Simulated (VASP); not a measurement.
Write the native input for VASP 6.6.1 that does the following.

| Item | Value |
| --- | --- |
| Task | single point |
| Functional | PBEsol |
| Potentials or basis | VASP PAW PBE potentials, release 64 (Ta_pv, N) |
| Cutoff | 520 eV |
| k mesh | 18 × 18 × 14 |
| Occupations | gaussian, width 0.1 eV |
| Spin | no spin polarisation |
| Dipole correction | no |
| Further INCAR settings | ALGO = Normal; EDIFF = 1e-06; NBANDS = 15 |

The structure of TaN lies in POSCAR:

```
TaN
1.0
    2.9101227962      0.0000000000      0.0000000000
   -1.4550613981      2.5202402696      0.0000000000
    0.0000000000      0.0000000000      2.8595806101
Ta N
1 1
Direct
    0.3333333333      0.6666666667      0.5000000000
    0.0000000000      0.0000000000      0.0000000000
```

One way to write it, as run:

INCAR

```
SYSTEM = TaN
PREC = Accurate
ENCUT = 520
EDIFF = 1E-6
ISMEAR = 0
SIGMA = 0.1
LREAL = .False.
LASPH = .True.
NELM = 80
ALGO = Normal
ISIF = 2
LWAVE = .False.
LCHARG = .False.
GGA = PS
NBANDS = 15
```

KPOINTS

```
Automatic mesh
0
Gamma
  18 18 14
  0 0 0
```

Potentials or basis: VASP PAW PBE potentials, release 64 (Ta_pv, N).

Run with:

```bash
$ cat potpaw_PBE.64/Ta_pv/POTCAR potpaw_PBE.64/N/POTCAR > POTCAR
$ mpirun -np 1 vasp_std > vasp.out
```

It gave:

```json
{
 "Pressure": "5.9 GPa",
 "Band gap on the k mesh": "zero (bands 8 and 9 overlap by 0.35 eV)"
}
```

Caveat: the cell stands under pressure; the PAW data sets were made with another functional, which shifts forces and pressure a little; spin-orbit coupling is left out, which moves the levels of the heavy elements.

Run time: 110 s on 1 thread of Intel Xeon 8259CL (shared host), peak memory 0.22 GiB.
